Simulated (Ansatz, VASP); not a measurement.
## Two plane-wave programs on Ge

```
Ge
1.0
     0.00000    2.89949    2.89949
     2.89949    0.00000    2.89949
     2.89949    2.89949    0.00000
Ge
2
Direct
  0.50000 0.50000 0.50000
  0.75000 0.75000 0.75000
```

Change from the starting cell: strain +0.025 along x and y, +0.025 along z, atoms carried along.

Alike in both runs: task single point; functional r2SCAN; k mesh 10 × 10 × 10; occupations gaussian, width 0.05 eV; no spin polarisation.

|  | VASP | Ansatz |
| --- | --- | --- |
| version | VASP 6.6.1 | Ansatz 0.2.0 |
| potentials or method | VASP PAW PBE potentials, release 64 (Ge_d), cutoff 520 eV | scalar-relativistic, plane waves, PAW |
| valence electrons in the cell | 28 | 28 |

|  | VASP | Ansatz | Ansatz less VASP |
| --- | --- | --- | --- |
| gap on the k mesh at the Fermi level (eV) | none | none | - |
| pressure (GPa) | -3.9 | -3.9 | -0.04 |

VASP's potentials were made for PBE, not for r2SCAN. A gap of «none» marks a metal or a gap that the smearing closes.
